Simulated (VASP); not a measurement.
Set up this calculation in VASP 6.6.1, as the native input.

```yaml
Task: single point
Functional: r2SCAN
Potentials_or_basis: VASP PAW PBE potentials, release 64 (C_h)
Cutoff: 910 eV
k_mesh: 12 × 12 × 12
Occupations: gaussian, width 0.01 eV
Spin: no spin polarisation
Dipole_correction: no
Second_run: hard_potentials
Further_INCAR_settings: ALGO = Normal; EDIFF = 1e-06; NBANDS = 11
```

The system is C.

```xyz
2
Lattice="0.0000 1.7801 1.7801 1.7801 0.0000 1.7801 1.7801 1.7801 0.0000" Properties=species:S:1:pos:R:3 pbc="T T T"
C     0.0000    0.0000    0.0000
C     0.8901    0.8901    0.8901
```

These files were run (other wordings do the same):

POSCAR

```
C
1.0
    0.0000000000      1.7801419480      1.7801419480
    1.7801419480      0.0000000000      1.7801419480
    1.7801419480      1.7801419480      0.0000000000
C
2
Direct
    0.0000000000      0.0000000000      0.0000000000
    0.2500000000      0.2500000000      0.2500000000
```

INCAR.step1

```
ALGO = Normal ; EDIFF = 1E-5
ENCUT = 910 ; GGA = PE
GGA_COMPAT = F ; ISMEAR = 0
LASPH = T ; LCHARG = F
LREAL = F ; LWAVE = T
NBANDS = 11 ; NELM = 120
PREC = Accurate ; SIGMA = 0.01
```

INCAR.step2

```
ALGO = Normal ; EDIFF = 1E-6
ENCUT = 910 ; GGA_COMPAT = F
ISIF = 2 ; ISMEAR = 0
ISTART = 1 ; LASPH = T
LCHARG = F ; LMIXTAU = T
LREAL = F ; LWAVE = F
METAGGA = R2SCAN ; NBANDS = 11
NELM = 120 ; PREC = Accurate
SIGMA = 0.01
```

KPOINTS

```
k-points
0
Gamma
  12 12 12
```

Potentials or basis: VASP PAW PBE potentials, release 64 (C_h).

Command:

```bash
$ cat potpaw_PBE.64/C_h/POTCAR > POTCAR
$ cp INCAR.step1 INCAR
$ mpirun -np 1 vasp_std > vasp.out
$ cp INCAR.step2 INCAR
$ mpirun -np 1 vasp_std > vasp.out
```

It gave:

| Quantity | Value |
| --- | --- |
| Pressure | -0.8 GPa |
| Band gap on the k mesh | 4.39 eV, indirect (least direct gap 5.89 eV) |

Caveat: the cutoff is under 1.25 times the usual one of these potentials, so pressure, stress and relaxed cells hold a basis-set (Pulay) error; the PAW data sets were made with another functional, which shifts forces and pressure a little.

Wall time 54 s on 1 thread of AMD EPYC 9R45 96-Core Processor (Zen 5), with other jobs on the host, peak memory 0.13 GiB.
